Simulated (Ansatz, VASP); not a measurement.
## Two plane-wave programs on NaB4

```
Na B
1.0
     3.02459    0.00000    0.00000
     0.00000    4.53275    0.00000
     0.00000    0.00000    4.95907
Na B
1 4
Direct
  0.50000 0.50000 0.50000
  0.50000 0.00000 0.17301
  0.00000 0.00000 0.67454
  0.00000 0.00000 0.32546
  0.50000 0.00000 0.82699
```

Alike in both runs: task relaxation of cell and atoms; functional PBE; k mesh 12 × 8 × 8; occupations gaussian, width 0.1 eV; no spin polarisation.

|  | VASP | Ansatz |
| --- | --- | --- |
| version | VASP 6.6.1 | Ansatz 0.2.0 |
| potentials or method | VASP PAW PBE potentials, release 64 (Na_pv, B), cutoff 600 eV | scalar-relativistic, plane waves, PAW |
| valence electrons in the cell | 19 | 21 |

```csv
,VASP,Ansatz,Ansatz less VASP
"gap on the k mesh at the Fermi level, each at its own relaxed structure (eV)",none,none,-
relaxed volume (Å³/atom),14.14,14.18,+0.038
relaxed cell length with the largest relative difference (Å),4.090,4.098,+0.0081
```

A gap of «none» marks a metal or a gap that the smearing closes. VASP's potentials hold 19 valence electrons a cell and Ansatz's 21, so a difference there can come from the potentials and not from the codes.
